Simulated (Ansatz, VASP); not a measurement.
## Nb: VASP beside Ansatz

File INCAR:

```
SYSTEM = Nb
ALGO = Normal
EDIFF = 1E-6
ENCUT = 520
GGA = RP
ISIF = 2
ISMEAR = -1
LASPH = .TRUE.
LCHARG = .FALSE.
LREAL = .FALSE.
LWAVE = .FALSE.
NBANDS = 26
NELM = 60
PREC = Accurate
SIGMA = 0.1
```

The input KPOINTS:

```
k-points
0
G
  8 8 13
  0 0 0
```

Contents of POSCAR:

```
Nb
1.0
    5.0396172711      0.0000000000      0.0000000000
   -2.5198086356      4.3644365822      0.0000000000
    0.0000000000      0.0000000000      2.7735758742
Nb
3
Direct
    0.0000000000      1.0000000000      1.0000000000
    0.3333333333      0.6666666667      0.5000000000
    0.6666666667      0.3333333333      0.5000000000
```

Input for Ansatz:

```yaml
crystal:
  lattice:
    - [5.0396172711, 0.0, 0.0]
    - [-2.5198086356, 4.3644365822, 0.0]
    - [0.0, 0.0, 2.7735758742]
  atoms:
    - { symbol: Nb, position: [0.0, 1.0, 1.0] }
    - { symbol: Nb, position: [0.3333333333, 0.6666666667, 0.5] }
    - { symbol: Nb, position: [0.6666666667, 0.3333333333, 0.5] }
hamiltonian:
  xc: rpbe
  pseudopotentials:
    kind: paw
    azcp:
      Nb: "pseudopotentials/Nb.paw.azcp"
basis:
  ecutwfc: 420
  fft_grid_basis: typed
kpoints:
  mp_grid: { grid: [8, 8, 13], shift: [0, 0, 0] }
magnetization:
  spin_polarized: false
scf:
  occupations: { method: fermi_dirac, width: 0.1 }
  lower_state_search: "off"
output:
  stress: true
```

Alike in both runs: task single point; functional RPBE; k mesh 8 × 8 × 13; occupations fermi-dirac, width 0.1 eV; no spin polarisation.

|  | VASP | Ansatz |
| --- | --- | --- |
| version | VASP 6.6.1 | Ansatz 0.2.0 |
| potentials or method | VASP PAW PBE potentials, release 64 (Nb_sv), cutoff 520 eV | plane waves (420 eV) with PAW, scalar-relativistic |
| valence electrons in the cell | 39 | 39 |

|  | VASP | Ansatz | Ansatz less VASP |
| --- | --- | --- | --- |
| pressure (GPa) | -10.6 | -10.4 | +0.27 |
| traceless stress, the component that is largest in VASP (GPa) | -1.35 | -1.39 | -0.034 |

VASP's potentials were made for PBE, not for RPBE.
